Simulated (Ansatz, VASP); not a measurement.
## One calculation of Y, two programs

```
Y
1.0
     0.00000    2.54612    2.54612
     2.54612    0.00000    2.54612
     2.54612    2.54612    0.00000
Y
1
Direct
  0.00000 0.00000 0.00000
```

Alike in both runs: task relaxation of cell and atoms; functional PBEsol; k mesh 11 × 11 × 11; occupations fermi-dirac, width 0.1 eV; no spin polarisation.

|  | VASP | Ansatz |
| --- | --- | --- |
| version | VASP 6.6.1 | Ansatz 0.2.0 |
| potentials or method | VASP PAW PBE potentials, release 64 (Y_sv), cutoff 600 eV | plane waves (420 eV) with PAW, scalar-relativistic |
| valence electrons in the cell | 11 | 11 |

```tsv
	VASP	Ansatz	Ansatz less VASP
relaxed volume (Å³/atom)	30.83	30.91	+0.081
relaxed cell length with the largest relative difference (Å)	3.520	3.523	+0.0031
```

VASP's potentials were made for PBE, not for PBEsol, and Ansatz warns of the same on its side.
